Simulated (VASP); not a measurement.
Write the native input for VASP 6.6.1 that does the following.

```yaml
Task: single point
Functional: PBE
Potentials_or_basis: VASP PAW PBE potentials, release 64 (Hf_pv, O)
Cutoff: 520 eV
k_mesh: 12 × 12 × 12
Occupations: gaussian, width 0.05 eV
Spin: no spin polarisation
Dipole_correction: no
Further_INCAR_settings: ALGO = Normal; EDIFF = 1e-06; NBANDS = 18
```

The structure of HfO2 lies in POSCAR:

```
HfO2
1.0
    0.0000000000      2.5575019374      2.5575019374
    2.5575019374      0.0000000000      2.5575019374
    2.5575019374      2.5575019374      0.0000000000
Hf O
1 2
Direct
    0.0000000000      0.0000000000      0.0000000000
    0.2500000000      0.2500000000      0.2500000000
    0.7500000000      0.7500000000      0.7500000000
```

The input as run:

INCAR

```
SYSTEM = HfO2
PREC = Accurate ; ENCUT = 520
EDIFF = 1E-6 ; ISMEAR = 0
SIGMA = 0.05 ; LREAL = .FALSE.
LASPH = .TRUE. ; NELM = 100
ALGO = Normal ; ISIF = 2
LWAVE = .FALSE. ; LCHARG = .FALSE.
GGA = PE ; NBANDS = 18
```

KPOINTS

```
regular mesh
0
G
  12 12 12
  0 0 0
```

Potentials or basis: VASP PAW PBE potentials, release 64 (Hf_pv, O).

Command:

```sh
$ cat potpaw_PBE.64/Hf_pv/POTCAR potpaw_PBE.64/O/POTCAR > POTCAR
$ mpirun -np 1 vasp_std > vasp.out
```

Results of the run:

* Pressure: -6.0 GPa
* Band gap on the k mesh: 3.73 eV, direct

Caveat: spin-orbit coupling is left out, which moves the levels of the heavy elements.

Run time: 73 s on 1 thread of Intel Xeon 8259CL, on a shared host, peak memory 0.19 GiB.
